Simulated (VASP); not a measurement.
# CdI2 (P-3m1) in VASP: a series of runs

The runs below take CdI2 through electric field gradients, with PBEsol.

All numbers are computed with VASP 6.6.1; they aren't measurements. Logs are shortened: lines on timing, memory, paths and dates and some standing lists are left out, and cuts for length are marked.

## 1. The cell of the first run

It takes space group P-3m1 (No. 164, trigonal). The conventional cell has a = 4.187 Å, b = 4.187 Å, c = 6.766 Å, α = 90.00°, β = 90.00°, γ = 120.00°. Cd (site symmetry -3m) has 6 I at 2.95 Å within 3.9 Å. Within 3.9 Å of I (site symmetry 3m) lie 3 Cd at 2.95 Å.

## 2. Electric field gradients, PBEsol (volume scaled by 0.96)

INCAR

```
SYSTEM = CdI2
PREC = Accurate
ENCUT = 400
EDIFF = 1E-8
ISMEAR = -1
SIGMA = 0.03
LREAL = .FALSE.
LASPH = .TRUE.
NELM = 120
ALGO = Normal
ISIF = 2
LWAVE = .FALSE.
LCHARG = .FALSE.
GGA = PS
LEFG = .TRUE.
NBANDS = 20
GGA_COMPAT = .FALSE.
```

KPOINTS

```
Automatic mesh
0
G
  8 8 5
  0 0 0
```

POSCAR

```
CdI2
1.0
    4.1866408427      0.0000000000      0.0000000000
   -2.0933204213      3.6257373262      0.0000000000
    0.0000000000      0.0000000000      6.7662994471
Cd I
1 2
Direct
    0.0000000000      0.0000000000      0.0000000000
    0.3333333333      0.6666666667      0.2492000000
    0.6666666667      0.3333333333      0.7508000000
```

Potentials or basis: VASP PAW PBE potentials, release 64 (Cd, I).

Launch:

```console
$ cat potpaw_PBE.64/Cd/POTCAR potpaw_PBE.64/I/POTCAR > POTCAR
$ mpirun -np 1 vasp_std > vasp.out
```

OUTCAR:

```text
SYSTEM = CdI2
   PREC = Accurate
   ENCUT = 400
   EDIFF = 1E-8
   ISMEAR = -1
   LREAL = .FALSE.
   LASPH = .TRUE.
   NELM = 120
   ISIF = 2
   GGA = PS

 ion  position               nearest neighbor table
   1  0.000  0.000  0.000-   2 2.95   3 2.95   2 2.95   3 2.95   3 2.95   2 2.95
   2  0.333  0.667  0.249-   1 2.95   1 2.95   1 2.95
   3  0.667  0.333  0.751-   1 2.95   1 2.95   1 2.95

  LATTYP: Found a hexagonal cell.
 ALAT       =     4.1866408427
 C/A-ratio  =     1.6161642953

  Lattice vectors:

 A1 = (   4.1866408427,   0.0000000000,   0.0000000000)
 A2 = (  -2.0933204213,   3.6257373262,   0.0000000000)
 A3 = (   0.0000000000,   0.0000000000,   6.7662994471)

Analysis of symmetry for initial positions (statically):
=====================================================================
 Subroutine PRICEL returns:
 Original cell was already a primitive cell.

 Routine SETGRP: Setting up the symmetry group for a
 hexagonal supercell.

 Subroutine GETGRP returns: Found 12 space group operations
 (whereof 12 operations were pure point group operations)
 out of a pool of 24 trial point group operations.

The static configuration has the point symmetry D_3d.

Analysis of symmetry for dynamics (positions and initial velocities):
=====================================================================
 Subroutine PRICEL returns:
 Original cell was already a primitive cell.

 Routine SETGRP: Setting up the symmetry group for a
 hexagonal supercell.

 Subroutine GETGRP returns: Found 12 space group operations
 (whereof 12 operations were pure point group operations)
 out of a pool of 24 trial point group operations.

The dynamic configuration has the point symmetry D_3d.

 Subroutine INISYM returns: Found 12 space group operations
 (whereof 12 operations are pure point group operations),
 and found     1 'primitive' translations

----------------------------------------------------------------------------------------

                                     Primitive cell

  volume of cell :     102.7101

  direct lattice vectors                    reciprocal lattice vectors
     4.186640843  0.000000000  0.000000000     0.238854976  0.137902985  0.000000000
    -2.093320421  3.625737326  0.000000000     0.000000000  0.275805970  0.000000000
     0.000000000  0.000000000  6.766299447     0.000000000  0.000000000  0.147791272

  length of vectors
     4.186640843  4.186640843  6.766299447     0.275805970  0.275805970  0.147791272

  position of ions in fractional coordinates (direct lattice)
     0.000000000  0.000000000  0.000000000
     0.333333333  0.666666667  0.249200000
     0.666666667  0.333333333  0.750800000

  ion indices of the primitive-cell ions
   primitive index   ion index
                 1           1
                 2           2
                 3           3

----------------------------------------------------------------------------------------

 KPOINTS: Automatic mesh

Automatic generation of k-mesh.
 Grid dimensions read from file:
 generate k-points for:    8    8    5

 Generating k-lattice:

  Cartesian coordinates                     Fractional coordinates (reciprocal lattice)
     0.029856872  0.017237873  0.000000000     0.125000000  0.000000000  0.000000000
     0.000000000  0.034475746  0.000000000     0.000000000  0.125000000  0.000000000
     0.000000000  0.000000000  0.029558254     0.000000000  0.000000000  0.200000000

  Length of vectors
     0.034475746  0.034475746  0.029558254

  Shift w.r.t. Gamma in fractional coordinates (k-lattice)
     0.000000000  0.000000000  0.000000000

 Subroutine IBZKPT returns following result:
 ===========================================

 Found     40 irreducible k-points:

 Following reciprocal coordinates:
            Coordinates               Weight
  0.000000  0.000000  0.000000      1.000000
  0.125000 -0.000000  0.000000      6.000000
  0.250000 -0.000000  0.000000      6.000000
  0.375000  0.000000  0.000000      6.000000
  0.500000 -0.000000  0.000000      3.000000
  0.125000  0.125000  0.000000      6.000000
[... 16 lines left out ...]
 -0.125000  0.500000  0.200000     12.000000
  0.250000  0.250000  0.200000     12.000000
 [... further k-points ...]
   k-points           NKPTS =     40   k-points in BZ     NKDIM =     40   number of bands    NBANDS=     20
   number of dos      NEDOS =    301   number of ions     NIONS =      3
   total plane-waves  NPLWV =  37632
   dimension x,y,z NGX =    28 NGY =   28 NGZ =   48
   dimension x,y,z NGXF=    56 NGYF=   56 NGZF=   96
   ions per type =               1   2
   NGX,Y,Z   is equivalent  to a cutoff of  11.12, 11.12, 11.79 a.u.
   NGXF,Y,Z  is equivalent  to a cutoff of  22.24, 22.24, 23.59 a.u.
 SYSTEM =  CdI2
   PREC   = accura    normal or accurate (medium, high low for compatibility)
   ISTART =      0    job   : 0-new  1-cont  2-samecut
   ICHARG =      2    charge: 1-file 2-atom 10-const
   ISPIN  =      1    spin polarized calculation?
   LNONCOLLINEAR =      F non collinear calculations
   LSORBIT =      F    spin-orbit coupling
   LASPH  =      T    aspherical Exc in radial PAW
   ENCUT  =  400.0 eV  29.40 Ry    5.42 a.u.   6.83  6.83 11.03*2*pi/ulx,y,z
   NELM   =    120;   NELMIN=  2; NELMDL= -5     # of ELM steps
   EDIFF  = 0.1E-07   stopping-criterion for ELM
   LREAL  =      F    real-space projection
   EDIFFG = 0.1E-06   stopping-criterion for IOM
   NSW    =      0    number of steps for IOM
   IBRION =     -1    ionic relax: 0-MD 1-quasi-New 2-CG
   NFREE  =      0    steps in history (QN), initial steepest desc. (CG)
   ISIF   =      2    stress and relaxation
   ISYM   =      2    0-nonsym 1-usesym 2-fastsym
   POTIM  = 0.5000    time-step for ionic-motion
   TEBEG  =    0.0;   TEEND  =   0.0 temperature during run
   PSTRESS=    0.0 pullay stress
   NELECT =      26.0000    total number of electrons
   NUPDOWN=      -1.0000    fix difference up-down
   EMIN   =  10.00;   EMAX   =-10.00  energy-range for DOS
   EFERMI =   0.00;   METHOD = LEGACY
   ISMEAR =    -1;   SIGMA  =   0.03  broadening in eV -4-tet -1-fermi 0-gaus
   EFERMI_NEDOS =   21; number of points for ismear=-14 and -15
   IALGO  =     38    algorithm
   IMIX   =      4    mixing-type and parameters
     AMIX     =   0.40;   BMIX     =  1.00
     AMIX_MAG =   1.60;   BMIX_MAG =  1.00
  volume/ion in A,a.u.               =      34.24       231.04
  Fermi-wavevector in a.u.,A,eV,Ry     =   1.035607  1.957013 14.591994  1.072481
  Thomas-Fermi vector in A             =   2.169958
   LORBIT       =      0    0 simple, 1 ext, 2 COOP (PROOUT), +10 PAW based schemes
   GGA     = PS    functional components
   LHFCALC =     F    Hartree Fock is set to
   AEXX    =    0.0000 exact exchange contribution
   IVDW    =     0    specifies the selected vdW correction
   LEPSILON=     F    determine dielectric tensor
   LRPA    =     F    only Hartree local field effects (RPA)
 non-spin polarized calculation
  energy-cutoff  :      400.00
  volume of cell :      102.71
 maximum number of plane-waves:      1882
 NGX is ok and might be reduce to    28
   NGX = 13   NGY = 13   NGZ = 23

 number of electron      26.0000009 magnetization

 Free energy of the ion-electron system (eV)
  ---------------------------------------------------
  ext. energy  EPLUGINS =         0.00000000
  ---------------------------------------------------
  free energy    TOTEN  =        -6.36111447 eV

  energy without entropy =       -6.36111447  energy(sigma->0) =       -6.36111447

 E-fermi :   3.0098     XC(G=0):  -8.9423

 val. band max:        2.3317585276   @ k =   0.1250  -0.0000   0.2000
 cond. band min:       4.6476067636   @ k =   0.5000  -0.0000   0.4000
 fundamental gap:      2.3158482359
 Fermi energy:         3.0098283328

 k-point     1 :       0.0000    0.0000    0.0000
  band No.  band energies     occupation
      1     -10.0671      2.00000
      2      -9.2612      2.00000
      3      -5.3424      2.00000
      4      -5.3424      2.00000
      5      -5.2144      2.00000
      6      -5.1083      2.00000
[... 12 lines left out ...]
     19      11.4419      0.00000
[... 513 lines left out ...]
      4      -5.1681      2.00000
      5      -5.1095      2.00000
      6      -5.0519      2.00000
[... 12 lines left out ...]
     19       9.9709      0.00000
     20      11.3668      0.00000

 [... further k-points ...]

------------------------ aborting loop because EDIFF is reached ----------------------------------------

  FORCE on cell =-STRESS in cart. coord.  units (eV):
  Direction    XX          YY          ZZ          XY          YZ          ZX
  --------------------------------------------------------------------------------------
  -------------------------------------------------------------------------------------
  Total        0.6524688      0.6524688      0.7256871      0.0000000      0.0000000      0.0000000
  in kB       10.1778736     10.1778736     11.3200080      0.0000000      0.0000000      0.0000000
  external PRESSURE =      10.5585851 kB  Pullay stress =       0.0000000 kB

 VOLUME and BASIS-vectors are now :
 -----------------------------------------------------------------------------
  energy-cutoff  :      400.00
  volume of cell :      102.71
      direct lattice vectors                 reciprocal lattice vectors
     4.186640843  0.000000000  0.000000000     0.238854976  0.137902985  0.000000000
    -2.093320421  3.625737326  0.000000000     0.000000000  0.275805970  0.000000000
     0.000000000  0.000000000  6.766299447     0.000000000  0.000000000  0.147791272

 POSITION                                       TOTAL-FORCE (eV/Angst)
 -----------------------------------------------------------------------------------
      0.00000      0.00000      0.00000         0.000000      0.000000      0.000000
     -0.00000      2.41716      1.68616        -0.000000      0.000000      0.170858
      2.09332      1.20858      5.08014         0.000000     -0.000000     -0.170858
 -----------------------------------------------------------------------------------
    total drift:                               -0.000000      0.000000      0.000000

  FREE ENERGIE OF THE ION-ELECTRON SYSTEM (eV)
  ---------------------------------------------------
  free  energy   TOTEN  =        -6.3611144736 eV

  energy  without entropy=       -6.3611144736  energy(sigma->0) =       -6.36111447

 Electric field gradients (V/A^2)
---------------------------------------------------------------------
 ion       V_xx      V_yy      V_zz      V_xy      V_xz      V_yz
---------------------------------------------------------------------
   1      -0.920    -0.923     1.843    -0.003     0.000    -0.000
   2      28.262    28.261   -56.523    -0.000    -0.000     0.000
   3      28.262    28.261   -56.523    -0.000    -0.000     0.000
---------------------------------------------------------------------

 Electric field gradients after diagonalization (V/A^2)
 (convention: |V_zz| > |V_xx| > |V_yy|)
----------------------------------------------------------------------
 ion       V_xx      V_yy      V_zz     asymmetry (V_yy - V_xx)/ V_zz
----------------------------------------------------------------------
   1      -0.925    -0.919     1.843       0.003
   2      28.262    28.261   -56.523       0.000
   3      28.262    28.261   -56.523       0.000
----------------------------------------------------------------------

           NMR quadrupolar parameters

 Cq : quadrupolar parameter    Cq=e*Q*V_zz/h
 eta: asymmetry parameters     (V_yy - V_xx)/ V_zz
 Q  : nuclear electric quadrupole moment in mb (millibarn)
----------------------------------------------------------------------
 ion       Cq(MHz)       eta       Q (mb)
----------------------------------------------------------------------
   1       0.004       0.003       1.000
   2      -0.137       0.000       1.000
   3      -0.137       0.000       1.000
----------------------------------------------------------------------
```

It took 35 s on 1 thread of AMD EPYC 9R45 (Zen 5), shared host; peak memory 0.18 GiB.

What came out:

```yaml
Free_energy: -6.3611 eV
Pressure: 1.1 GPa
Largest_force: 0.171 eV/Å
Band_gap_on_the_k_mesh: 2.32 eV, indirect (least direct gap 2.65 eV)
```

Forces in eV/Å, atoms in the order of the input:
```
Cd   0.000  0.000  0.000
I    0.000  0.000  0.171
I    0.000  0.000 -0.171
```

Electric field gradients, principal values (V/Å²):
| atom | least | middle | greatest (by size) |
| --- | --- | --- | --- |
| 1 Cd | -0.919 | -0.925 | 1.843 |
| 2 I | 28.261 | 28.262 | -56.523 |
| 3 I | 28.261 | 28.262 | -56.523 |

Caveat: without QUAD_EFG the Cq values of the log hold for a quadrupole moment of 1 mb, not for the nuclei; the PAW data sets were made with another functional, which shifts forces and pressure a little; spin-orbit coupling is left out, which moves the levels of the heavy elements; this functional lacks dispersion, which binds the layers, so the pressure and a relaxed spacing across them are unreliable. A k mesh can miss the band edges.

## 3. Electric field gradients, PBEsol (volume scaled by 0.96)

INCAR

```
PREC = Accurate
ENCUT = 400
EDIFF = 1E-8
ISMEAR = -1
SIGMA = 0.03
LREAL = F
LASPH = T
NELM = 120
ALGO = Normal
ISIF = 2
LWAVE = F
LCHARG = F
GGA = PS
LEFG = T
NBANDS = 20
GGA_COMPAT = F
```

KPOINTS

```
Automatic mesh
0
Gamma
  8 8 5
```

POSCAR is that of step 2.

Potentials or basis: VASP PAW PBE potentials, release 64 (Cd, I).

Launch:

```console
$ cat potpaw_PBE.64/Cd/POTCAR potpaw_PBE.64/I/POTCAR > POTCAR
$ mpirun -np 1 vasp_std > vasp.out
```

OUTCAR:

```text
PREC = Accurate
   ENCUT = 400
   EDIFF = 1E-8
   ISMEAR = -1
   LREAL = F
   LASPH = T
   NELM = 120
   ISIF = 2
   GGA = PS

 ion  position               nearest neighbor table
   1  0.000  0.000  0.000-   2 2.95   3 2.95   2 2.95   3 2.95   3 2.95   2 2.95
   2  0.333  0.667  0.249-   1 2.95   1 2.95   1 2.95
   3  0.667  0.333  0.751-   1 2.95   1 2.95   1 2.95

  LATTYP: Found a hexagonal cell.
 ALAT       =     4.1866408427
 C/A-ratio  =     1.6161642953

  Lattice vectors:

 A1 = (   4.1866408427,   0.0000000000,   0.0000000000)
[... 772 lines left out ...]

 Electric field gradients (V/A^2)
---------------------------------------------------------------------
 ion       V_xx      V_yy      V_zz      V_xy      V_xz      V_yz
---------------------------------------------------------------------
   1      -0.920    -0.923     1.843    -0.003     0.000    -0.000
   2      28.262    28.261   -56.523    -0.000    -0.000     0.000
   3      28.262    28.261   -56.523    -0.000    -0.000     0.000
---------------------------------------------------------------------

 Electric field gradients after diagonalization (V/A^2)
 (convention: |V_zz| > |V_xx| > |V_yy|)
----------------------------------------------------------------------
 ion       V_xx      V_yy      V_zz     asymmetry (V_yy - V_xx)/ V_zz
----------------------------------------------------------------------
   1      -0.925    -0.919     1.843       0.003
   2      28.262    28.261   -56.523       0.000
   3      28.262    28.261   -56.523       0.000
----------------------------------------------------------------------

           NMR quadrupolar parameters

 Cq : quadrupolar parameter    Cq=e*Q*V_zz/h
 eta: asymmetry parameters     (V_yy - V_xx)/ V_zz
 Q  : nuclear electric quadrupole moment in mb (millibarn)
----------------------------------------------------------------------
 ion       Cq(MHz)       eta       Q (mb)
----------------------------------------------------------------------
   1       0.004       0.003       1.000
   2      -0.137       0.000       1.000
   3      -0.137       0.000       1.000
----------------------------------------------------------------------
```

OSZICAR:

```text
N       E                     dE             d eps       ncg     rms          rms(c)
DAV:   1     0.138697180007E+03    0.13870E+03   -0.10075E+04  1608   0.905E+02
DAV:   2     0.111242980206E+01   -0.13758E+03   -0.13323E+03  1932   0.228E+02
DAV:   3    -0.656303436588E+01   -0.76755E+01   -0.76524E+01  1936   0.540E+01
DAV:   4    -0.668032158376E+01   -0.11729E+00   -0.11727E+00  2108   0.630E+00
DAV:   5    -0.668111886670E+01   -0.79728E-03   -0.79727E-03  1904   0.547E-01    0.709E+00
DAV:   6    -0.638714135361E+01    0.29398E+00   -0.57222E-01  1696   0.854E+00    0.573E+00
DAV:   7    -0.636286619085E+01    0.24275E-01   -0.18888E-01  1816   0.277E+00    0.218E+00
DAV:   8    -0.636136556626E+01    0.15006E-02   -0.27385E-02  1748   0.183E+00    0.411E-01
DAV:   9    -0.636111473998E+01    0.25083E-03   -0.23851E-03  1820   0.538E-01    0.150E-01
DAV:  10    -0.636111130698E+01    0.34330E-05   -0.26434E-04  1804   0.150E-01    0.403E-02
DAV:  11    -0.636111428118E+01   -0.29742E-05   -0.20757E-05  1852   0.385E-02    0.188E-02
DAV:  12    -0.636111460279E+01   -0.32161E-06   -0.16206E-06  1868   0.128E-02    0.108E-02
DAV:  13    -0.636111458120E+01    0.21586E-07   -0.14808E-06  1800   0.114E-02    0.154E-03
DAV:  14    -0.636111450616E+01    0.75037E-07   -0.12317E-07  1876   0.404E-03    0.465E-04
DAV:  15    -0.636111448572E+01    0.20442E-07   -0.25457E-08  1724   0.117E-03    0.515E-04
DAV:  16    -0.636111447508E+01    0.10644E-07   -0.24164E-09   996   0.516E-04    0.154E-04
DAV:  17    -0.636111447356E+01    0.15152E-08   -0.56353E-10   976   0.166E-04
   1 F= -.63611145E+01 E0= -.63611145E+01  d E =-.781026E-11
```

stdout:

```text
POSCAR found type information on POSCAR CdI
 POSCAR found :  2 types and       3 ions
 scaLAPACK will be used
 -----------------------------------------------------------------------------
|                                                                             |
|                                                                             |
|     You enforced a specific xc type in the INCAR file but a different       |
|     I HOPE YOU KNOW WHAT YOU ARE DOING!                                     |
|                                                                             |
 -----------------------------------------------------------------------------

 LDA part: xc-table for (Slater+PW92), standard interpolation
 POSCAR, INCAR and KPOINTS ok, starting setup
 FFT: planning ... GRIDC
 FFT: planning ... GRID_SOFT
 FFT: planning ... GRID
 WAVECAR not read
 entering main loop
ion   1

ion   2

ion   3
```

Run time: 36 s. Hardware: 1 thread of AMD EPYC 9R45 (Zen 5), shared host; peak memory 0.18 GiB.

What came out:

```yaml
Free_energy: -6.3611 eV
Pressure: 1.1 GPa
Largest_force: 0.171 eV/Å
Band_gap_on_the_k_mesh: 2.32 eV, indirect (least direct gap 2.65 eV)
```

Forces on the atoms (eV/Å):
```
Cd   0.000  0.000  0.000
I    0.000  0.000  0.171
I    0.000  0.000 -0.171
```

Electric field gradients, principal values (V/Å²):
```csv
atom,least,middle,greatest (by size)
1 Cd,-0.919,-0.925,1.843
2 I,28.261,28.262,-56.523
3 I,28.261,28.262,-56.523
```

Caveat: without QUAD_EFG the Cq values of the log hold for a quadrupole moment of 1 mb, not for the nuclei; the PAW data sets were made with another functional, which shifts forces and pressure a little; spin-orbit coupling is left out, which moves the levels of the heavy elements; this functional lacks dispersion, which binds the layers, so the pressure and a relaxed spacing across them are unreliable. A k mesh can miss the band edges.

(Part 1 of 2 ends here.)
